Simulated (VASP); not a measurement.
# Hg (Fm-3m) in VASP: further runs

The runs below take Hg through single point, relaxation of cell and atoms, with PBE.

Program: VASP 6.6.1. These are calculated values, not measurements. Logs are shortened: lines on timing, memory, paths and dates and some standing lists are left out, and cuts for length are marked.

## (1) The cell of the first run

Symmetry: Fm-3m, No. 225, cubic system. Conventional cell: a = 5.109 Å, b = 5.109 Å, c = 5.109 Å, α = 90.00°, β = 90.00°, γ = 90.00°. Within 4.7 Å of Hg (site symmetry m-3m) lie 12 Hg at 3.61 Å.

## (2) Single point, PBE

Input file INCAR:

```
SYSTEM = Hg
ALGO = Normal
EDIFF = 1E-7
ENCUT = 520
GGA = PE
ISIF = 2
ISMEAR = 0
LASPH = .TRUE.
LCHARG = .FALSE.
LREAL = .FALSE.
LWAVE = .FALSE.
NBANDS = 12
NELM = 100
PREC = Accurate
SIGMA = 0.1
```

Input file KPOINTS:

```
k-points
0
G
  6 6 6
  0 0 0
```

Input file POSCAR:

```
Hg
1.0
    0.0000000000      2.5545041317      2.5545041317
    2.5545041317      0.0000000000      2.5545041317
    2.5545041317      2.5545041317      0.0000000000
Hg
1
Direct
    0.0000000000      0.0000000000      0.0000000000
```

Potentials or basis: VASP PAW PBE potentials, release 64 (Hg).

Command:

```console
> cat potpaw_PBE.64/Hg/POTCAR > POTCAR
> mpirun -np 1 vasp_std > vasp.out
```

OUTCAR:

```text
SYSTEM = Hg
   EDIFF = 1E-7
   ENCUT = 520
   GGA = PE
   ISIF = 2
   ISMEAR = 0
   LASPH = .TRUE.
   LREAL = .FALSE.
   NELM = 100
   PREC = Accurate

 ion  position               nearest neighbor table
   1  0.000  0.000  0.000-

  LATTYP: Found a face centered cubic cell.
 ALAT       =     5.1090082634

  Lattice vectors:

 A1 = (   0.0000000000,   2.5545041317,   2.5545041317)
 A2 = (   2.5545041317,   0.0000000000,   2.5545041317)
 A3 = (   2.5545041317,   2.5545041317,   0.0000000000)

Analysis of symmetry for initial positions (statically):
=====================================================================
 Subroutine PRICEL returns:
 Original cell was already a primitive cell.

 Routine SETGRP: Setting up the symmetry group for a
 face centered cubic supercell.

 Subroutine GETGRP returns: Found 48 space group operations
 (whereof 48 operations were pure point group operations)
 out of a pool of 48 trial point group operations.

The static configuration has the point symmetry O_h .

Analysis of symmetry for dynamics (positions and initial velocities):
=====================================================================
 Subroutine PRICEL returns:
 Original cell was already a primitive cell.

 Routine SETGRP: Setting up the symmetry group for a
 face centered cubic supercell.

 Subroutine GETGRP returns: Found 48 space group operations
 (whereof 48 operations were pure point group operations)
 out of a pool of 48 trial point group operations.

The dynamic configuration has the point symmetry O_h .

 Subroutine INISYM returns: Found 48 space group operations
 (whereof 48 operations are pure point group operations),
 and found     1 'primitive' translations

----------------------------------------------------------------------------------------

                                     Primitive cell

  volume of cell :      33.3388

  direct lattice vectors                    reciprocal lattice vectors
     0.000000000  2.554504132  2.554504132    -0.195732704  0.195732704  0.195732704
     2.554504132  0.000000000  2.554504132     0.195732704 -0.195732704  0.195732704
     2.554504132  2.554504132  0.000000000     0.195732704  0.195732704 -0.195732704

  length of vectors
     3.612614388  3.612614388  3.612614388     0.339018987  0.339018987  0.339018987

  position of ions in fractional coordinates (direct lattice)
     0.000000000  0.000000000  0.000000000

  ion indices of the primitive-cell ions
   primitive index   ion index
                 1           1

----------------------------------------------------------------------------------------

 KPOINTS: k-points

Automatic generation of k-mesh.
 Grid dimensions read from file:
 generate k-points for:    6    6    6

 Generating k-lattice:

  Cartesian coordinates                     Fractional coordinates (reciprocal lattice)
    -0.032622117  0.032622117  0.032622117     0.166666667  0.000000000  0.000000000
     0.032622117 -0.032622117  0.032622117     0.000000000  0.166666667  0.000000000
     0.032622117  0.032622117 -0.032622117     0.000000000  0.000000000  0.166666667

  Length of vectors
     0.056503165  0.056503165  0.056503165

  Shift w.r.t. Gamma in fractional coordinates (k-lattice)
     0.000000000  0.000000000  0.000000000

 Subroutine IBZKPT returns following result:
 ===========================================

 Found     16 irreducible k-points:

 Following reciprocal coordinates:
            Coordinates               Weight
  0.000000  0.000000  0.000000      1.000000
  0.166667  0.000000  0.000000      8.000000
  0.333333  0.000000  0.000000      8.000000
  0.500000  0.000000  0.000000      4.000000
  0.166667  0.166667  0.000000      6.000000
  0.333333  0.166667  0.000000     24.000000
[... 8 lines left out ...]
 -0.333333  0.333333  0.166667     24.000000
 -0.333333  0.500000  0.166667     12.000000
   k-points           NKPTS =     16   k-points in BZ     NKDIM =     16   number of bands    NBANDS=     12
   number of dos      NEDOS =    301   number of ions     NIONS =      1
   total plane-waves  NPLWV =  21952
   dimension x,y,z NGX =    28 NGY =   28 NGZ =   28
   dimension x,y,z NGXF=    56 NGYF=   56 NGZF=   56
   ions per type =               1
   NGX,Y,Z   is equivalent  to a cutoff of  12.89, 12.89, 12.89 a.u.
   NGXF,Y,Z  is equivalent  to a cutoff of  25.77, 25.77, 25.77 a.u.
 SYSTEM =  Hg
   PREC   = accura    normal or accurate (medium, high low for compatibility)
   ISTART =      0    job   : 0-new  1-cont  2-samecut
   ICHARG =      2    charge: 1-file 2-atom 10-const
   ISPIN  =      1    spin polarized calculation?
   LNONCOLLINEAR =      F non collinear calculations
   LSORBIT =      F    spin-orbit coupling
   LASPH  =      T    aspherical Exc in radial PAW
   ENCUT  =  520.0 eV  38.22 Ry    6.18 a.u.   6.72  6.72  6.72*2*pi/ulx,y,z
   NELM   =    100;   NELMIN=  2; NELMDL= -5     # of ELM steps
   EDIFF  = 0.1E-06   stopping-criterion for ELM
   LREAL  =      F    real-space projection
   EDIFFG = 0.1E-05   stopping-criterion for IOM
   NSW    =      0    number of steps for IOM
   IBRION =     -1    ionic relax: 0-MD 1-quasi-New 2-CG
   NFREE  =      0    steps in history (QN), initial steepest desc. (CG)
   ISIF   =      2    stress and relaxation
   ISYM   =      2    0-nonsym 1-usesym 2-fastsym
   POTIM  = 0.5000    time-step for ionic-motion
   TEBEG  =    0.0;   TEEND  =   0.0 temperature during run
   PSTRESS=    0.0 pullay stress
   NELECT =      12.0000    total number of electrons
   NUPDOWN=      -1.0000    fix difference up-down
   EMIN   =  10.00;   EMAX   =-10.00  energy-range for DOS
   EFERMI =   0.00;   METHOD = LEGACY
   ISMEAR =     0;   SIGMA  =   0.10  broadening in eV -4-tet -1-fermi 0-gaus
   EFERMI_NEDOS =   21; number of points for ismear=-14 and -15
   IALGO  =     38    algorithm
   IMIX   =      4    mixing-type and parameters
     AMIX     =   0.40;   BMIX     =  1.00
     AMIX_MAG =   1.60;   BMIX_MAG =  1.00
  volume/ion in A,a.u.               =      33.34       224.98
  Fermi-wavevector in a.u.,A,eV,Ry     =   1.164533  2.200649 18.451380  1.356138
  Thomas-Fermi vector in A             =   2.301070
   LORBIT       =      0    0 simple, 1 ext, 2 COOP (PROOUT), +10 PAW based schemes
   GGA     = PE    functional components
   LHFCALC =     F    Hartree Fock is set to
   AEXX    =    0.0000 exact exchange contribution
   IVDW    =     0    specifies the selected vdW correction
   LEPSILON=     F    determine dielectric tensor
   LRPA    =     F    only Hartree local field effects (RPA)
 non-spin polarized calculation
 Gauss-broadening in eV      SIGMA  =   0.10
  energy-cutoff  :      520.00
  volume of cell :       33.34
 maximum number of plane-waves:       934
   NGX = 13   NGY = 13   NGZ = 13

 number of electron      12.0000001 magnetization

 Free energy of the ion-electron system (eV)
  ---------------------------------------------------
  ext. energy  EPLUGINS =         0.00000000
  ---------------------------------------------------
  free energy    TOTEN  =        -0.17245784 eV

  energy without entropy =       -0.17241127  energy(sigma->0) =       -0.17243455

 E-fermi :   0.0166     XC(G=0):  -9.0142

 val. band max:       -0.2082142277   @ k =  -0.3333   0.5000   0.1667
 cond. band min:       0.2131857755   @ k =   0.5000   0.0000   0.0000
 fundamental gap:      0.4214000032
 Fermi energy:         0.0166451560

 k-point     1 :       0.0000    0.0000    0.0000
  band No.  band energies     occupation
      1      -6.1473      2.00000
      2      -5.6495      2.00000
      3      -5.6495      2.00000
      4      -5.6495      2.00000
      5      -5.3485      2.00000
      6      -5.3485      2.00000
      7      12.1906      0.00000
      8      12.1906      0.00000
      9      12.1906      0.00000
     10      13.2336      0.00000
     11      15.7196      0.00000
     12      16.7260      0.00000

 k-point     2 :       0.1667    0.0000    0.0000
  band No.  band energies     occupation
      1      -5.8426      2.00000
      2      -5.5913      2.00000
      3      -5.5913      2.00000
      4      -5.4477      2.00000
      5      -5.3459      2.00000
      6      -5.3459      2.00000
      7       8.1750      0.00000
      8      11.6732      0.00000
      9      11.6732      0.00000
     10      13.0418      0.00000
     11      16.0809      0.00000
     12      17.1084      0.00000

 k-point     3 :       0.3333    0.0000    0.0000
  band No.  band energies     occupation
      1      -5.9565      2.00000
      2      -5.6069      2.00000
      3      -5.6069      2.00000
      4      -5.1958      2.00000
      5      -5.1958      2.00000
      6      -3.7622      2.00000
      7       3.3917      0.00000
      8      10.7740      0.00000
      9      10.7740      0.00000
     10      12.7678      0.00000
     11      14.7213      0.00000
     12      15.7280      0.00000

 k-point     4 :       0.5000    0.0000    0.0000
  band No.  band energies     occupation
      1      -6.0330      2.00000
      2      -5.6449      2.00000
      3      -5.6449      2.00000
      4      -5.0838      2.00000
      5      -5.0838      2.00000
      6      -1.6364      2.00000
      7       0.2132      0.00544
      8      10.3476      0.00000
      9      10.3476      0.00000
     10      12.5661      0.00000
     11      14.3080      0.00000
     12      15.2810      0.00000

 k-point     5 :       0.1667    0.1667    0.0000
  band No.  band energies     occupation
      1      -5.7544      2.00000
      2      -5.6454      2.00000
      3      -5.5087      2.00000
      4      -5.5087      2.00000
      5      -5.2883      2.00000
      6      -5.2504      2.00000
      7       9.5844      0.00000
      8      10.0101      0.00000
      9      10.0101      0.00000
     10      12.3488      0.00000
     11      13.5020      0.00000
     12      18.9266      0.00000
[... 108 lines left out ...]
      1      -6.0581      2.00000
      2      -6.0182      2.00000
      3      -5.1035      2.00000
      4      -5.0144      2.00000
      5      -5.0144      2.00000
      6      -0.2097      1.99863
      7       1.2161      0.00000
      8       6.5637      0.00000
      9       6.5637      0.00000
     10       9.7859      0.00000
     11      11.2222      0.00000
     12      22.4196      0.00000

 k-point    14 :       0.5000    0.3333    0.1667
  band No.  band energies     occupation
      1      -5.7909      2.00000
      2      -5.7058      2.00000
      3      -5.5302      2.00000
      4      -5.2106      2.00000
      5      -5.2000      2.00000
      6      -2.4051      2.00000
      7       3.9080      0.00000
      8       5.4913      0.00000
      9       7.6983      0.00000
     10      13.2688      0.00000
     11      14.2991      0.00000
     12      16.4694      0.00000

 k-point    15 :      -0.3333    0.3333    0.1667
  band No.  band energies     occupation
      1      -5.7475      2.00000
      2      -5.7160      2.00000
      3      -5.4876      2.00000
      4      -5.3366      2.00000
      5      -5.0870      2.00000
      6      -0.8315      2.00000
      7       2.0177      0.00000
      8       4.8587      0.00000
      9       6.6538      0.00000
     10      13.4591      0.00000
     11      15.5403      0.00000
     12      18.1962      0.00000

 k-point    16 :      -0.3333    0.5000    0.1667
  band No.  band energies     occupation
      1      -5.8524      2.00000
      2      -5.8461      2.00000
      3      -5.3449      2.00000
      4      -5.2362      2.00000
      5      -5.0142      2.00000
      6      -0.2082      1.99853
      7       2.2294      0.00000
      8       4.6218      0.00000
      9       5.2145      0.00000
     10      13.0588      0.00000
     11      13.8861      0.00000
     12      18.6523      0.00000

------------------------ aborting loop because EDIFF is reached ----------------------------------------

  FORCE on cell =-STRESS in cart. coord.  units (eV):
  Direction    XX          YY          ZZ          XY          YZ          ZX
  --------------------------------------------------------------------------------------
  -------------------------------------------------------------------------------------
  Total       -0.0069630     -0.0069630     -0.0069630     -0.0000000     -0.0000000      0.0000000
  in kB       -0.3346249     -0.3346249     -0.3346249     -0.0000000     -0.0000000      0.0000000
  external PRESSURE =      -0.3346249 kB  Pullay stress =       0.0000000 kB

 VOLUME and BASIS-vectors are now :
 -----------------------------------------------------------------------------
  energy-cutoff  :      520.00
  volume of cell :       33.34
      direct lattice vectors                 reciprocal lattice vectors
     0.000000000  2.554504132  2.554504132    -0.195732704  0.195732704  0.195732704
     2.554504132  0.000000000  2.554504132     0.195732704 -0.195732704  0.195732704
     2.554504132  2.554504132  0.000000000     0.195732704  0.195732704 -0.195732704

 POSITION                                       TOTAL-FORCE (eV/Angst)
 -----------------------------------------------------------------------------------
      0.00000      0.00000      0.00000         0.000000      0.000000     -0.000000
 -----------------------------------------------------------------------------------
    total drift:                               -0.000000     -0.000000     -0.000000

  FREE ENERGIE OF THE ION-ELECTRON SYSTEM (eV)
  ---------------------------------------------------
  free  energy   TOTEN  =        -0.1724578437 eV

  energy  without entropy=       -0.1724112659  energy(sigma->0) =       -0.17243455
```

It took 4.7 s on 1 thread of Intel Xeon 6975P-C (Granite Rapids), shared host; peak memory 0.15 GiB.

The run converged, but its numbers aren't listed here, since they failed a check.

Caveat: the mesh shows a gap though the element is a metal; spin-orbit coupling is left out, which moves the levels of the heavy elements.

## (3) Single point, PBE

This run uses another cell than the first one, of 32.39 Å³/atom, 0.972 times its volume.

Input file INCAR:

```
PREC = Accurate
ENCUT = 520
EDIFF = 1E-7
ISMEAR = 0
SIGMA = 0.02
LREAL = F
LASPH = T
NELM = 60
ALGO = Normal
ISIF = 2
LWAVE = F
LCHARG = T
GGA = PE
LELF = T
LVHAR = T
NBANDS = 12
```

Input file KPOINTS:

```
Automatic mesh
0
Gamma
  12 12 12
```

Input file POSCAR:

```
Hg
1.0
    0.0000000000      2.5300424741      2.5300424741
    2.5300424741      0.0000000000      2.5300424741
    2.5300424741      2.5300424741      0.0000000000
Hg
1
Direct
    0.0000000000      0.0000000000      0.0000000000
```

Potentials or basis: VASP PAW PBE potentials, release 64 (Hg).

Command:

```console
> cat potpaw_PBE.64/Hg/POTCAR > POTCAR
> mpirun -np 1 vasp_std > vasp.out
```

Wall time 12 s (1 thread of Intel Xeon 6975P-C (Granite Rapids), shared host); peak memory 0.17 GiB.

It converged, with:

```yaml
Free_energy: -0.1752 eV
Pressure: 0.0 GPa
Band_gap_on_the_k_mesh: 0.25 eV, indirect (least direct gap 1.28 eV)
```

Levels at points of the mesh, in eV from the valence-band top:
```csv
k point,band 4,band 5,band 6,band 7,band 8,band 9
"(0.00, 0.00, 0.00)",-5.57,-5.25,-5.25,12.57,12.57,12.57
"(0.50, 0.00, 0.00)",-4.97,-4.97,-1.48,0.25,10.67,10.67
"(0.50, 0.50, 0.00)",-4.89,-4.89,0.00,1.28,6.77,6.77
```

Caveat: spin-orbit coupling is left out, which moves the levels of the heavy elements. A k mesh can miss the band edges.

## (4) Relaxation of cell and atoms, PBE

Input file INCAR:

```
SYSTEM = Hg
  PREC = Accurate
  ENCUT = 600
  EDIFF = 1E-6
  ISMEAR = 0
  SIGMA = 0.02
  LREAL = .FALSE.
  LASPH = .TRUE.
  NELM = 100
  ALGO = Normal
  ISIF = 3
  LWAVE = .FALSE.
  LCHARG = .FALSE.
  GGA = PE
  IBRION = 2
  NSW = 100
  EDIFFG = -0.01
```

Input file KPOINTS:

```
Automatic mesh
0
G
  12 12 12
  0 0 0
```

Input file POSCAR:

```
Hg
1.0
    0.0000000000      2.5545041317      2.5545041317
    2.5545041317      0.0000000000      2.5545041317
    2.5545041317      2.5545041317      0.0000000000
Hg
1
Direct
    0.0000000000      0.0000000000      0.0000000000
```

Command:

```console
> cat potpaw_PBE.64/Hg/POTCAR > POTCAR
> mpirun -np 1 vasp_std > vasp.out
```

It took 22 s on 1 thread of Intel Xeon 6975P-C (Granite Rapids), shared host; peak memory 0.19 GiB.

The run converged. Its results:

- Free energy: -0.1756 eV
- Relaxed volume: 32.96 Å³/atom
- Relaxed cell: a = 3.599 Å, b = 3.599 Å, c = 3.599 Å, α = 60.00°, β = 60.00°, γ = 60.00°
- Space group after relaxing (to 0.05 Å): Fm-3m (No. 225)
- Energy gained by relaxing: 0.1 meV/atom
- Ionic steps: 3
- Pressure after relaxing: 0.0 GPa
- Band gap on the k mesh: 0.35 eV, indirect (least direct gap 1.37 eV)

Step by step:
| step | energy change (eV) | largest force (eV/Å) | pressure (GPa) | volume (Å³) |
| --- | --- | --- | --- | --- |
| 1 | 0.0000 | 0.0000 | -0.10 | 33.34 |
| 2 | -0.0001 | 0.0000 | -0.07 | 33.24 |
| 3 | -0.0001 | 0.0000 | -0.02 | 32.96 |

Final structure:
```
CELL_PARAMETERS angstrom
0.00000 2.54466 2.54466
2.54466 0.00000 2.54466
2.54466 2.54466 0.00000
ATOMIC_POSITIONS crystal
Hg 0.00000 0.00000 0.00000
```

Levels at points of the mesh, in eV from the valence-band top:
```tsv
k point	band 3	band 4	band 5	band 6	band 7	band 8	band 9	band 10
(0.00, 0.00, 0.00)	-5.49	-5.49	-5.18	-5.18	12.47	12.47	12.47	13.44
(0.50, 0.00, 0.00)	-5.49	-4.91	-4.91	-1.45	0.35	10.60	10.60	12.78
(0.50, 0.50, 0.00)	-4.93	-4.84	-4.84	0.00	1.37	6.77	6.77	10.03
```

Caveat: spin-orbit coupling is left out, which moves the levels of the heavy elements. A k mesh can miss the band edges.
